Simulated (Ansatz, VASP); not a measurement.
# Two plane-wave programs on SrO

```
CELL_PARAMETERS angstrom
-0.05140 2.56980 2.56980
2.51840 0.00000 2.51840
2.56980 2.56980 -0.05140
ATOMIC_POSITIONS crystal
Sr 0.00000 0.00000 0.00000
O 0.50000 0.50000 0.50000
```

Change from the starting cell: strain -0.0400 x Voigt [0, 0, 0, 0, 1, 0], atoms carried along.

Alike in both runs: task single point; functional PBE; k mesh 8 × 8 × 8; occupations gaussian, width 0.05 eV; no spin polarisation.

|  | VASP | Ansatz |
| --- | --- | --- |
| version | VASP 6.6.1 | Ansatz 0.2.0 |
| potentials or method | VASP PAW PBE potentials, release 64 (Sr_sv, O), cutoff 520 eV | scalar-relativistic, plane waves, PAW |
| valence electrons in the cell | 16 | 16 |

|  | VASP | Ansatz | Ansatz less VASP |
| --- | --- | --- | --- |
| gap on the k mesh at the Fermi level (eV) | 3.21 | 3.26 | +0.049 |
| least direct gap on the mesh (eV) | 3.29 | 3.33 | +0.039 |
| pressure (GPa) | 3.5 | 2.9 | -0.59 |
| traceless stress, the component that is largest in VASP (GPa) | 2.17 | 2.17 | +0.002 |

The functional is the same, so the differences come from potentials, cutoffs and numerics.
